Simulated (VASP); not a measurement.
**Nb16H (a cell with a defect): single point with PBE**

Nb16H (a cell with a defect):

```
Nb H
1.0
     6.60000    0.00000    0.00000
     0.00000    6.60000    0.00000
     0.00000    0.00000    6.60000
Nb H
16 1
Cartesian
  -0.0432 0.0005 -0.0337
  3.3435 0.0005 -0.0337
  0.0009 3.3005 0.0140
  -0.0062 0.0005 3.3029
  1.6502 1.6938 1.6895
  3.2994 3.3005 0.0140
  3.3065 0.0005 3.3029
  4.9502 1.6499 1.6418
  0.0015 3.3005 3.3183
  1.6502 4.9073 1.6895
  1.6502 1.6567 4.9531
  3.2989 3.3005 3.3183
  4.9502 4.9511 1.6418
  4.9502 1.6495 4.9374
  1.6502 4.9443 4.9531
  4.9502 4.9515 4.9373
  1.6502 0.0006 0.8284
```

```yaml
Program: VASP 6.6.1
Task: single point
Functional: PBE
Potentials_or_basis: VASP PAW PBE potentials, release 64 (Nb_sv, H)
Cutoff: 520 eV
k_mesh: 3 × 3 × 3
Occupations: fermi-dirac, width 0.05 eV
Spin: no spin polarisation
Dipole_correction: no
Further_INCAR_settings: LREAL = Auto; ALGO = Normal; EDIFF = 1e-06; NBANDS = 118
```

```json
{
  "Pressure": "2.2 GPa",
  "Largest force": "0.007 eV/Å",
  "Band gap on the k mesh": "zero (an odd number of electrons rules out a gap without spin polarisation)"
}
```

Forces on the atoms (eV/Å):
```
Nb   0.002  0.000 -0.006
Nb  -0.002  0.000 -0.006
Nb  -0.005  0.000  0.002
Nb   0.001  0.000 -0.001
Nb   0.000  0.000  0.007
Nb   0.005  0.000  0.002
Nb  -0.001  0.000 -0.001
Nb   0.000  0.004 -0.001
Nb  -0.003  0.000  0.000
Nb   0.000  0.000  0.007
Nb   0.000  0.000 -0.002
Nb   0.003  0.000  0.000
Nb   0.000 -0.004 -0.001
Nb   0.000  0.000  0.003
Nb   0.000  0.000 -0.002
Nb   0.000  0.000  0.003
H    0.000 -0.001 -0.003
```

Stress tensor (GPa, compression positive):
```
2.35 0.00 0.00
0.00 2.35 0.00
0.00 0.00 1.99
```

Levels at points of the mesh, in eV from the Fermi level:
```tsv
k point	band 100	band 101	band 102	band 103	band 104	band 105	band 106	band 107
(0.00, 0.00, 0.00)	0.36	0.65	0.86	0.89	0.89	0.92	0.92	0.94
```

Wall time 18 min on 1 thread of AMD EPYC 7R43 64-Core Processor (Zen 3), on a shared host, peak memory 0.43 GiB.
